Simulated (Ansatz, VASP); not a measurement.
# Ga3Sb2As in VASP and in Ansatz

```xyz
12
Lattice="4.2771 0.0000 0.0000 -2.1386 3.7041 0.0000 0.0000 0.0000 21.1152" Properties=species:S:1:pos:R:3 pbc="T T T"
Ga    0.0000    2.4694    7.1768
Ga    0.0000    2.4694   14.0832
Ga    0.0000    2.4694   20.9754
Ga    2.1386    1.2347    3.5256
Ga    2.1386    1.2347   10.4178
Ga    2.1386    1.2347   17.7343
Sb    0.0000    2.4694    2.5642
Sb    0.0000    2.4694   16.7650
Sb    2.1386    1.2347    6.2074
Sb    2.1386    1.2347   13.1218
As    0.0000    2.4694    9.6781
As    2.1386    1.2347   20.2357
```

Alike in both runs: functional PBE; k mesh 6 × 6 × 1; occupations gaussian, width 0.1 eV; no spin polarisation.

Ansatz relaxed the structure, and its values are those at the end. VASP's run is a single point on that final structure, the one shown.

```csv
,VASP,Ansatz
version,VASP 6.6.1,Ansatz 0.2.0
potentials or method,"VASP PAW PBE potentials, release 64 (Ga_d, Sb, As), cutoff 520 eV","scalar-relativistic, plane waves, PAW"
valence electrons in the cell,108,168
```

VASP gave:

- gap on the k mesh at the Fermi level (eV): 0.22
- least direct gap on the mesh (eV): 0.22
- pressure (GPa): 0.2
- rms of the force components (eV/Å): 0.008

Question: What did Ansatz give for the same quantities?

Answer: gap on the k mesh at the Fermi level (eV): 0.22; least direct gap on the mesh (eV): 0.22; pressure (GPa): 0.1; rms of the force components (eV/Å): 0.008.

VASP's potentials hold 108 valence electrons a cell and Ansatz's 168, so a difference there can come from the potentials and not from the codes.

Neither program's run includes spin-orbit coupling.
